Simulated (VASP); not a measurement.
# B (Fd-3m) in VASP: a series of runs, part 2 of 2

VASP 6.6.1. The steps go on from the part before.

### 3 Single point, PBE

Input file INCAR:

```
SYSTEM = B
ALGO = Normal
EDIFF = 1E-6
ENCUT = 500
GGA = PE
GGA_COMPAT = .False.
ISIF = 2
ISMEAR = -1
LASPH = .True.
LCHARG = .False.
LREAL = .False.
LWAVE = .False.
NBANDS = 10
NELM = 120
PREC = Accurate
SIGMA = 0.1
```

Input file KPOINTS:

```
k-points
0
Gamma
  6 6 6
  0 0 0
```

Input file POSCAR:

```
B
1.0
   -2.0257088134      0.0000000000      2.0257088134
    0.0000000000      2.0257088134      2.0257088134
   -2.0257088134      2.0257088134      0.0000000000
B
2
Direct
    0.0000000000      0.0000000000      0.0000000000
    0.2500000000      0.2500000000      0.2500000000
```

Potentials or basis: VASP PAW PBE potentials, release 64 (B).

On the command line:

```
> cat potpaw_PBE.64/B/POTCAR > POTCAR
> mpirun -np 1 vasp_std > vasp.out
```

OUTCAR:

```text
SYSTEM = B
   EDIFF = 1E-6
   ENCUT = 500
   GGA = PE
   ISIF = 2
   ISMEAR = -1
   LASPH = .True.
   LREAL = .False.
   NELM = 120
   PREC = Accurate

 ion  position               nearest neighbor table
   1  0.000  0.000  0.000-   2 1.75   2 1.75   2 1.75   2 1.75
   2  0.250  0.250  0.250-   1 1.75   1 1.75   1 1.75   1 1.75

  LATTYP: Found a face centered cubic cell.
 ALAT       =     4.0514176268

  Lattice vectors:

 A1 = (  -2.0257088134,   0.0000000000,   2.0257088134)
 A2 = (   0.0000000000,   2.0257088134,   2.0257088134)
 A3 = (  -2.0257088134,   2.0257088134,   0.0000000000)

Analysis of symmetry for initial positions (statically):
=====================================================================
 Subroutine PRICEL returns:
 Original cell was already a primitive cell.

 Routine SETGRP: Setting up the symmetry group for a
 face centered cubic supercell.

 Subroutine GETGRP returns: Found 48 space group operations
 (whereof 24 operations were pure point group operations)
 out of a pool of 48 trial point group operations.

The static configuration has the point symmetry T_d .
 The point group associated with its full space group is O_h .

Analysis of symmetry for dynamics (positions and initial velocities):
=====================================================================
 Subroutine PRICEL returns:
 Original cell was already a primitive cell.

 Routine SETGRP: Setting up the symmetry group for a
 face centered cubic supercell.

 Subroutine GETGRP returns: Found 48 space group operations
 (whereof 24 operations were pure point group operations)
 out of a pool of 48 trial point group operations.

The dynamic configuration has the point symmetry T_d .
 The point group associated with its full space group is O_h .

 Subroutine INISYM returns: Found 48 space group operations
 (whereof 24 operations are pure point group operations),
 and found     1 'primitive' translations
[... 109 lines left out ...]
  Thomas-Fermi vector in A             =   2.302094
   LORBIT       =      0    0 simple, 1 ext, 2 COOP (PROOUT), +10 PAW based schemes
   GGA     = PE    functional components
   LHFCALC =     F    Hartree Fock is set to
   AEXX    =    0.0000 exact exchange contribution
   IVDW    =     0    specifies the selected vdW correction
   LEPSILON=     F    determine dielectric tensor
   LRPA    =     F    only Hartree local field effects (RPA)
 non-spin polarized calculation
  energy-cutoff  :      500.00
  volume of cell :       16.62
 maximum number of plane-waves:       444
 NGX is ok and might be reduce to    24
   NGX = 11   NGY = 11   NGZ = 11

 number of electron       6.0000000 magnetization

 Free energy of the ion-electron system (eV)
  ---------------------------------------------------
  ext. energy  EPLUGINS =         0.00000000
  ---------------------------------------------------
  free energy    TOTEN  =       -11.49982992 eV

  energy without entropy =      -11.45297198  energy(sigma->0) =      -11.47640095

 E-fermi :   3.7211     XC(G=0): -11.1986

 val. band max:        3.7122445989   @ k =   0.5000   0.3333   0.1667
 cond. band min:       3.7370901811   @ k =   0.5000   0.1667   0.0000
 fundamental gap:      0.0248455822
 Fermi energy:         3.7211184303

 k-point     1 :       0.0000    0.0000    0.0000
  band No.  band energies     occupation
      1      -9.1212      2.00000
      2       7.7900      0.00000
      3       7.7900      0.00000
      4       7.7900      0.00000
      5      11.9344      0.00000
      6      11.9344      0.00000
      7      11.9344      0.00000
      8      20.2836      0.00000
      9      22.5314      0.00000
     10      26.7295      0.00000
[... 183 lines left out ...]
 k-point    16 :      -0.3333    0.5000    0.1667
  band No.  band energies     occupation
      1      -1.6659      2.00000
      2      -1.6659      2.00000
      3       1.1219      2.00000
      4       1.1219      2.00000
      5      13.7670      0.00000
      6      13.7670      0.00000
      7      19.7855      0.00000
      8      19.7855      0.00000
      9      25.1992      0.00000
     10      25.1992      0.00000

------------------------ aborting loop because EDIFF is reached ----------------------------------------

  FORCE on cell =-STRESS in cart. coord.  units (eV):
  Direction    XX          YY          ZZ          XY          YZ          ZX
  --------------------------------------------------------------------------------------
  -------------------------------------------------------------------------------------
  Total        0.0664327      0.0664327      0.0664327     -0.0000000      0.0000000     -0.0000000
  in kB        6.4022370      6.4022370      6.4022370     -0.0000000      0.0000000     -0.0000000
  external PRESSURE =       6.4022370 kB  Pullay stress =       0.0000000 kB

 VOLUME and BASIS-vectors are now :
 -----------------------------------------------------------------------------
  energy-cutoff  :      500.00
  volume of cell :       16.62
      direct lattice vectors                 reciprocal lattice vectors
    -2.025708813  0.000000000  2.025708813    -0.246827183 -0.246827183  0.246827183
     0.000000000  2.025708813  2.025708813     0.246827183  0.246827183  0.246827183
    -2.025708813  2.025708813  0.000000000    -0.246827183  0.246827183 -0.246827183

 POSITION                                       TOTAL-FORCE (eV/Angst)
 -----------------------------------------------------------------------------------
      0.00000      0.00000      0.00000         0.000000     -0.000000     -0.000000
     -1.01285      1.01285      1.01285        -0.000000      0.000000      0.000000
 -----------------------------------------------------------------------------------
    total drift:                                0.000000     -0.000000      0.000000

  FREE ENERGIE OF THE ION-ELECTRON SYSTEM (eV)
  ---------------------------------------------------
  free  energy   TOTEN  =       -11.4998299198 eV

  energy  without entropy=      -11.4529719824  energy(sigma->0) =      -11.47640095
```

OSZICAR:

```text
N       E                     dE             d eps       ncg     rms          rms(c)
DAV:   1    -0.292759122224E+00   -0.29276E+00   -0.30794E+03   320   0.523E+02
DAV:   2    -0.114712585681E+02   -0.11178E+02   -0.10618E+02   424   0.845E+01
DAV:   3    -0.116948296029E+02   -0.22357E+00   -0.22232E+00   402   0.890E+00
DAV:   4    -0.116950487677E+02   -0.21916E-03   -0.21916E-03   370   0.300E-01
DAV:   5    -0.116950488596E+02   -0.91825E-07   -0.92116E-07   350   0.650E-03    0.295E+00
DAV:   6    -0.115544639141E+02    0.14058E+00   -0.63460E-02   332   0.151E+00    0.177E+00
DAV:   7    -0.114993137796E+02    0.55150E-01   -0.91464E-02   350   0.181E+00    0.239E-01
DAV:   8    -0.114998149358E+02   -0.50116E-03   -0.18231E-03   342   0.330E-01    0.274E-02
DAV:   9    -0.114998257975E+02   -0.10862E-04   -0.34012E-05   392   0.398E-02    0.129E-02
DAV:  10    -0.114998297877E+02   -0.39901E-05   -0.27953E-06   348   0.126E-02    0.112E-03
DAV:  11    -0.114998299198E+02   -0.13215E-06   -0.10056E-07   196   0.234E-03
   1 F= -.11499830E+02 E0= -.11476401E+02  d E =-.468579E-01
```

stdout:

```text
POSCAR found type information on POSCAR B
 POSCAR found :  1 types and       2 ions
 scaLAPACK will be used
 LDA part: xc-table for (Slater+PW92), standard interpolation
 POSCAR, INCAR and KPOINTS ok, starting setup
 FFT: planning ... GRIDC
 FFT: planning ... GRID_SOFT
 FFT: planning ... GRID
 WAVECAR not read
 entering main loop
```

It took 2.7 s on 1 thread of Intel Xeon Platinum 8488C (Sapphire Rapids), shared host; peak memory 0.12 GiB.

What came out:

| Property | Result |
| --- | --- |
| Free energy | -11.4998 eV |
| Pressure | 0.6 GPa |
| Band gap on the k mesh | zero (band 3 reaches 7.79 eV, above the bottom of band 4 at 1.12 eV) |

Caveat: the k points lie up to 0.45 Å⁻¹ apart.
